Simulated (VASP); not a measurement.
# GaCo (Pm-3m) in VASP: notebook, part 2 of 3

VASP 6.6.1. The steps go on from the part before.

### 5 Single point, PBE, collinear spin, ferromagnetic start (volume scaled by 1.02)

The input, INCAR:

```
PREC     = Accurate       # precision mode
ENCUT    = 520            # plane-wave cutoff, eV
EDIFF    = 1E-6           # SCF threshold, eV
ISMEAR   = -1             # smearing method
SIGMA    = 0.05           # smearing width, eV
LREAL    = False          # projectors in reciprocal space
LASPH    = True           # aspherical terms in the spheres
NELM     = 150            # most SCF steps
ALGO     = Normal         # electronic algorithm
ISIF     = 2              # what is computed and relaxed
LWAVE    = False          # write WAVECAR
LCHARG   = True           # write CHGCAR
ISPIN    = 2              # spin polarisation
MAGMOM   = 0 2            # initial moments
LORBIT   = 11             # projections on sites
LMAXMIX  = 4              # l up to which the mixer works
GGA      = PE             # functional
LELF     = True           # ELF
LVHAR    = True         
NBANDS   = 22             # bands
```

The input, KPOINTS:

```
regular mesh
0
Gamma
  9 9 9
```

The input, POSCAR:

```
GaCo
1.0
    2.8970601581      0.0000000000      0.0000000000
    0.0000000000      2.8970601581      0.0000000000
    0.0000000000      0.0000000000      2.8970601581
Ga Co
1 1
Direct
    0.5000000000      0.5000000000      0.5000000000
    0.0000000000      0.0000000000      0.0000000000
```

Potentials or basis: VASP PAW PBE potentials, release 64 (Ga_d, Co).

Started as:

```console
$ cat potpaw_PBE.64/Ga_d/POTCAR potpaw_PBE.64/Co/POTCAR > POTCAR
$ mpirun -np 1 vasp_std > vasp.out
```

OUTCAR:

```text
PREC = Accurate
   ENCUT = 520
   EDIFF = 1E-6
   ISMEAR = -1
   LREAL = False
   LASPH = True
   NELM = 150
   ISIF = 2
   ISPIN = 2
   LORBIT = 11
   GGA = PE

 ion  position               nearest neighbor table
   1  0.500  0.500  0.500-   2 2.51   2 2.51   2 2.51   2 2.51   2 2.51   2 2.51   2 2.51   2 2.51

   2  0.000  0.000  0.000-   1 2.51   1 2.51   1 2.51   1 2.51   1 2.51   1 2.51   1 2.51   1 2.51

  LATTYP: Found a simple cubic cell.
 ALAT       =     2.8970601581

  Lattice vectors:

 A1 = (   2.8970601581,   0.0000000000,   0.0000000000)
 A2 = (   0.0000000000,   2.8970601581,   0.0000000000)
 A3 = (   0.0000000000,   0.0000000000,   2.8970601581)

Analysis of symmetry for initial positions (statically):
=====================================================================
 Subroutine PRICEL returns:
 Original cell was already a primitive cell.

 Routine SETGRP: Setting up the symmetry group for a
 simple cubic supercell.

 Subroutine GETGRP returns: Found 48 space group operations
 (whereof 48 operations were pure point group operations)
 out of a pool of 48 trial point group operations.

The static configuration has the point symmetry O_h .

Analysis of symmetry for dynamics (positions and initial velocities):
=====================================================================
 Subroutine PRICEL returns:
 Original cell was already a primitive cell.

 Routine SETGRP: Setting up the symmetry group for a
 simple cubic supercell.

 Subroutine GETGRP returns: Found 48 space group operations
 (whereof 48 operations were pure point group operations)
 out of a pool of 48 trial point group operations.

The dynamic configuration has the point symmetry O_h .

Analysis of structural, dynamic, and magnetic symmetry:
=====================================================================
 Subroutine PRICEL returns:
 Original cell was already a primitive cell.

 Routine SETGRP: Setting up the symmetry group for a
 simple cubic supercell.

 Subroutine GETGRP returns: Found 48 space group operations
 (whereof 48 operations were pure point group operations)
 out of a pool of 48 trial point group operations.

The overall configuration has the point symmetry O_h .

 Subroutine INISYM returns: Found 48 space group operations
 (whereof 48 operations are pure point group operations),
 and found     1 'primitive' translations

----------------------------------------------------------------------------------------

                                     Primitive cell

  volume of cell :      24.3149

  direct lattice vectors                    reciprocal lattice vectors
     2.897060158  0.000000000  0.000000000     0.345177506  0.000000000  0.000000000
     0.000000000  2.897060158  0.000000000     0.000000000  0.345177506  0.000000000
     0.000000000  0.000000000  2.897060158     0.000000000  0.000000000  0.345177506

  length of vectors
     2.897060158  2.897060158  2.897060158     0.345177506  0.345177506  0.345177506

  position of ions in fractional coordinates (direct lattice)
     0.500000000  0.500000000  0.500000000
     0.000000000  0.000000000  0.000000000

[... 66 lines left out ...]
 SYSTEM =  unknown system
   PREC   = accura    normal or accurate (medium, high low for compatibility)
   ISTART =      0    job   : 0-new  1-cont  2-samecut
   ICHARG =      2    charge: 1-file 2-atom 10-const
   ISPIN  =      2    spin polarized calculation?
   LNONCOLLINEAR =      F non collinear calculations
   LSORBIT =      F    spin-orbit coupling
   LASPH  =      T    aspherical Exc in radial PAW
   ENCUT  =  520.0 eV  38.22 Ry    6.18 a.u.   5.39  5.39  5.39*2*pi/ulx,y,z
   NELM   =    150;   NELMIN=  2; NELMDL= -5     # of ELM steps
   EDIFF  = 0.1E-05   stopping-criterion for ELM
   LREAL  =      F    real-space projection
   EDIFFG = 0.1E-04   stopping-criterion for IOM
   NSW    =      0    number of steps for IOM
   IBRION =     -1    ionic relax: 0-MD 1-quasi-New 2-CG
   NFREE  =      0    steps in history (QN), initial steepest desc. (CG)
   ISIF   =      2    stress and relaxation
   ISYM   =      2    0-nonsym 1-usesym 2-fastsym
   POTIM  = 0.5000    time-step for ionic-motion
   TEBEG  =    0.0;   TEEND  =   0.0 temperature during run
   PSTRESS=    0.0 pullay stress
   NELECT =      22.0000    total number of electrons
   NUPDOWN=      -1.0000    fix difference up-down
   EMIN   =  10.00;   EMAX   =-10.00  energy-range for DOS
   EFERMI =   0.00;   METHOD = LEGACY
   ISMEAR =    -1;   SIGMA  =   0.05  broadening in eV -4-tet -1-fermi 0-gaus
   EFERMI_NEDOS =   21; number of points for ismear=-14 and -15
   IALGO  =     38    algorithm
   IMIX   =      4    mixing-type and parameters
     AMIX     =   0.40;   BMIX     =  1.00
     AMIX_MAG =   1.60;   BMIX_MAG =  1.00
  volume/ion in A,a.u.               =      12.16        82.04
  Fermi-wavevector in a.u.,A,eV,Ry     =   1.583403  2.992198 34.112064  2.507166
  Thomas-Fermi vector in A             =   2.683179
   LORBIT       =     11    0 simple, 1 ext, 2 COOP (PROOUT), +10 PAW based schemes
   GGA     = PE    functional components
   LHFCALC =     F    Hartree Fock is set to
   AEXX    =    0.0000 exact exchange contribution
   IVDW    =     0    specifies the selected vdW correction
   LEPSILON=     F    determine dielectric tensor
   LRPA    =     F    only Hartree local field effects (RPA)
 spin polarized calculation
  energy-cutoff  :      520.00
  volume of cell :       24.31
 maximum number of plane-waves:       691
 NGX is ok and might be reduce to    24
   NGX = 11   NGY = 11   NGZ = 11

 number of electron      22.0000019 magnetization      -0.0010126

 number of electron      22.0000019 magnetization       0.0007037

 Free energy of the ion-electron system (eV)
  ---------------------------------------------------
  ext. energy  EPLUGINS =         0.00000000
  ---------------------------------------------------
  free energy    TOTEN  =       -10.47911769 eV

  energy without entropy =      -10.46778464  energy(sigma->0) =      -10.47345116

 E-fermi :   9.5083     XC(G=0): -13.0759

 val. band max:        9.4433590243   @ k =   0.4444   0.4444   0.1111
 cond. band min:       9.5148907730   @ k =   0.4444   0.3333   0.3333
 fundamental gap:      0.0715317487
 Fermi energy:         9.5082631301

 spin component 1

 k-point     1 :       0.0000    0.0000    0.0000
  band No.  band energies     occupation
      1      -5.6162      1.00000
      2      -5.6162      1.00000
      3      -5.2884      1.00000
      4      -5.2884      1.00000
      5      -5.2884      1.00000
      6      -2.3908      1.00000
[... 589 lines left out ...]
     21      32.7980      0.00000
     22      34.5368      0.00000

 [... further k-points ...]

 spin component 2

 k-point     1 :       0.0000    0.0000    0.0000
  band No.  band energies     occupation
      1      -5.6162      1.00000
      2      -5.6162      1.00000
      3      -5.2884      1.00000
      4      -5.2884      1.00000
      5      -5.2884      1.00000
      6      -2.3908      1.00000
[... 589 lines left out ...]
     21      32.7979      0.00000
     22      34.5367      0.00000

 [... further k-points ...]

------------------------ aborting loop because EDIFF is reached ----------------------------------------

  FORCE on cell =-STRESS in cart. coord.  units (eV):
  Direction    XX          YY          ZZ          XY          YZ          ZX
  --------------------------------------------------------------------------------------
  -------------------------------------------------------------------------------------
  Total       -0.3806143     -0.3806143     -0.3806143      0.0000000     -0.0000000      0.0000000
  in kB      -25.0797475    -25.0797475    -25.0797475      0.0000000     -0.0000000      0.0000000
  external PRESSURE =     -25.0797475 kB  Pullay stress =       0.0000000 kB

 VOLUME and BASIS-vectors are now :
 -----------------------------------------------------------------------------
  energy-cutoff  :      520.00
  volume of cell :       24.31
      direct lattice vectors                 reciprocal lattice vectors
     2.897060158  0.000000000  0.000000000     0.345177506  0.000000000  0.000000000
     0.000000000  2.897060158  0.000000000     0.000000000  0.345177506  0.000000000
     0.000000000  0.000000000  2.897060158     0.000000000  0.000000000  0.345177506

 POSITION                                       TOTAL-FORCE (eV/Angst)
 -----------------------------------------------------------------------------------
      1.44853      1.44853      1.44853         0.000000      0.000000      0.000000
      0.00000      0.00000      0.00000         0.000000      0.000000      0.000000
 -----------------------------------------------------------------------------------
    total drift:                                0.000000      0.000000     -0.000000

  FREE ENERGIE OF THE ION-ELECTRON SYSTEM (eV)
  ---------------------------------------------------
  free  energy   TOTEN  =       -10.4791176878 eV

  energy  without entropy=      -10.4677846372  energy(sigma->0) =      -10.47345116

 total charge

# of ion       s       p       d       tot
------------------------------------------
    1        0.845   0.866  10.045  11.756
    2        0.380   0.439   7.498   8.317
--------------------------------------------------
tot          1.225   1.305  17.543  20.073

 magnetization (x)

# of ion       s       p       d       tot
------------------------------------------
    1       -0.000  -0.000  -0.000  -0.000
    2        0.000  -0.000   0.001   0.001
--------------------------------------------------
tot         -0.000  -0.000   0.001   0.001
```

It took 28 s on 1 thread of Intel Xeon Platinum 8488C (Sapphire Rapids), shared host; peak memory 0.17 GiB.

What came out:

- Free energy: -10.4791 eV
- Pressure: -2.5 GPa
- Band gap on the k mesh: zero (filled and empty bands overlap)
- Net moment: 0.00 μB per cell
- Valence electrons inside the program's atomic spheres: Ga 11.76; Co 8.32

Levels at points of the mesh, in eV from the Fermi level:
Spin up:
```
           k point  band 7  band 8  band 9  band 10  band 11  band 12  band 13  band 14  band 15  band 16
(0.00, 0.00, 0.00)   -2.46   -2.46   -0.70    -0.70    -0.70     5.15     5.15     5.15    10.93    10.93
```
Spin down:
| k point | band 8 | band 9 | band 10 | band 11 | band 12 | band 13 | band 14 | band 15 |
| --- | --- | --- | --- | --- | --- | --- | --- | --- |
| (0.00, 0.00, 0.00) | -2.46 | -0.70 | -0.70 | -0.70 | 5.15 | 5.15 | 5.15 | 10.93 |

Caveat: the starting moments collapsed, and a magnetic state may lie lower.

[end of part 2 of 3]
